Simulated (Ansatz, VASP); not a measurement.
**Two plane-wave programs on SnO2**

File INCAR:

```
PREC     = Accurate       # precision mode
ENCUT    = 520            # plane-wave cutoff, eV
EDIFF    = 1E-6           # SCF threshold, eV
ISMEAR   = -1             # smearing method
SIGMA    = 0.02           # smearing width, eV
LREAL    = F              # projectors in reciprocal space
LASPH    = T              # aspherical terms in the spheres
NELM     = 60             # most SCF steps
ALGO     = Normal         # electronic algorithm
ISIF     = 2              # what is computed and relaxed
LWAVE    = F              # write WAVECAR
LCHARG   = F              # write CHGCAR
GGA      = PE             # functional
IBRION   = 2              # ionic algorithm
NSW      = 80             # ionic steps
EDIFFG   = -0.02          # ionic threshold
```

Contents of KPOINTS:

```
Automatic mesh
0
Gamma
  7 7 9
```

Contents of POSCAR:

```
SnO2
1.0
    4.7062003841      0.0000000000      0.0000000000
    0.0000000000      4.7062003841      0.0000000000
    0.0000000000      0.0000000000      3.1651134496
Sn O
2 4
Direct
    0.0000000000      0.0000000000      0.0000000000
    0.5000000000      0.5000000000      0.5000000000
    0.3053957314      0.3053957314      0.0000000000
    0.1946042686      0.8053957314      0.5000000000
    0.6946042686      0.6946042686      0.0000000000
    0.8053957314      0.1946042686      0.5000000000
```

Input for Ansatz:

```yaml
crystal:
  lattice:
    - [4.7062003841, 0.0, 0.0]
    - [0.0, 4.7062003841, 0.0]
    - [0.0, 0.0, 3.1651134496]
  atoms:
    - { symbol: Sn, position: [0.0, 0.0, 0.0] }
    - { symbol: Sn, position: [0.5, 0.5, 0.5] }
    - { symbol: O, position: [0.3053957314, 0.3053957314, 0.0] }
    - { symbol: O, position: [0.1946042686, 0.8053957314, 0.5] }
    - { symbol: O, position: [0.6946042686, 0.6946042686, 0.0] }
    - { symbol: O, position: [0.8053957314, 0.1946042686, 0.5] }
kpoints:
  mp_grid: { grid: [7, 7, 9] }
scf:
  occupations: { method: fermi_dirac, width: 0.02 }
hamiltonian:
  xc: pbe
  pseudopotentials: { kind: paw }
output:
  forces: true
  stress: true
  populations: true
  efg:
    quadrupole_moments_barn: { Sn: -0.132, O: -0.02558 }
    contact_densities: true
relax:
  f_tol: 0.02
  max_steps: 60
```

Change from the starting cell: volume scaled by 0.98, ions relaxed.

Alike in both runs: task relaxation of the atoms; functional PBE; k mesh 7 × 7 × 9; occupations fermi-dirac, width 0.02 eV; no spin polarisation.

|  | VASP | Ansatz |
| --- | --- | --- |
| version | VASP 6.6.1 | Ansatz 0.2.0 |
| potentials or method | VASP PAW PBE potentials, release 64 (Sn_d, O) | plane-wave PAW, scalar-relativistic |
| plane-wave cutoff (eV) | 520 | 420 |
| valence electrons in the cell | 52 | 52 |

```tsv
	VASP	Ansatz	Ansatz less VASP
gap on the k mesh at the Fermi level, each at its own relaxed structure (eV)	1.46	1.48	+0.014
```

Ansatz's warnings: stress scf threshold loose.
